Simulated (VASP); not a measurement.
Crystal: W.

```
CELL_PARAMETERS angstrom
-1.57172 1.57172 1.57172
1.57172 -1.57172 1.57172
1.57172 1.57172 -1.57172
ATOMIC_POSITIONS crystal
W 0.00000 0.00000 0.00000
```

Base run:

| Item | Value |
| --- | --- |
| Program | VASP 6.6.1 |
| Functional | BLYP |
| Dispersion | D4 |
| Potentials or basis | VASP PAW PBE potentials, release 64 (W_sv) |
| Cutoff | 520 eV |
| k mesh | 12 × 12 × 12 |
| Occupations | fermi-dirac, width 0.05 eV |
| Spin | no spin polarisation |

Its results: band gap on the k mesh zero (band 7 reaches 17.53 eV, above the bottom of band 8 at 10.97 eV); pressure 10.5 GPa.

Problem. After a change of settings the same cell gave: band gap on the k mesh zero (band 7 reaches 17.06 eV, above the bottom of band 8 at 10.48 eV); pressure 6.1 GPa. Which change was it?
A. functional from BLYP to PBE; further incar settings from ALGO = Normal; EDIFF = 1e-07; NBANDS = 13 to ALGO = Fast; EDIFF = 1e-06; NBANDS = 13
B. functional from BLYP to RPBE; further incar settings from ALGO = Normal; EDIFF = 1e-07; NBANDS = 13 to ALGO = Normal; EDIFF = 1e-06; NBANDS = 13
C. functional from BLYP to r2SCAN; dispersion from D4 to none
D. functional from BLYP to PBEsol; dispersion from D4 to D3(BJ)

Solution. A.

Caveats: spin-orbit coupling is left out, which moves the levels of the heavy elements; pairwise dispersion overbinds metals, which lowers pressure and volume; the PAW data sets were made with another functional, which shifts forces and pressure a little (some runs).
